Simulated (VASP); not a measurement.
Here is a VASP 6.6.1 calculation.

Contents of INCAR:

```
SYSTEM = HfO2
  PREC = Accurate
  ENCUT = 520
  EDIFF = 1E-6
  ISMEAR = 0
  SIGMA = 0.05
  LREAL = .FALSE.
  LASPH = .TRUE.
  NELM = 60
  ALGO = Normal
  ISIF = 2
  LWAVE = .FALSE.
  LCHARG = .TRUE.
  GGA = PE
  LELF = .TRUE.
  LVHAR = .TRUE.
  NBANDS = 31
```

KPOINTS

```
regular mesh
0
G
  6 6 6
  0 0 0
```

Contents of POSCAR:

```
HfO2
1.0
    0.0000000000     -2.5489194559     -2.5489194559
    0.0000000000      2.5489194559     -2.5489194559
    5.0978389119      0.0000000000      0.0000000000
Hf O
2 4
Direct
    0.5256971635      0.4743028365      0.5000000000
   -0.0256971635      0.0256971635      0.0000000000
    0.0001874464      0.5001874464      0.7326985510
    0.4998125536     -0.0001874464      0.2673014490
    0.0001874464      0.5001874464      0.2326985510
    0.4998125536     -0.0001874464      0.7673014490
```

Potentials or basis: VASP PAW PBE potentials, release 64 (Hf_pv, O).

Command:

```bash
$ cat potpaw_PBE.64/Hf_pv/POTCAR potpaw_PBE.64/O/POTCAR > POTCAR
$ mpirun -np 1 vasp_std > vasp.out
```

Problem. Predict the band gap on the k mesh.

Solution. 3.99 eV (least direct gap 4.09 eV).

Problem. Estimate the largest force.

Solution. 0.848 eV/Å.

Forces on the atoms (eV/Å):
```
Hf   0.000  0.848  0.000
Hf   0.000 -0.848  0.000
O   -0.173 -0.260 -0.014
O    0.173 -0.260  0.014
O   -0.173  0.260 -0.014
O    0.173  0.260  0.014
```

Caveat: the cell differs from its parent crystal (atoms displaced along a vibrational mode); spin-orbit coupling is left out, which moves the levels of the heavy elements. A k mesh can miss the band edges.
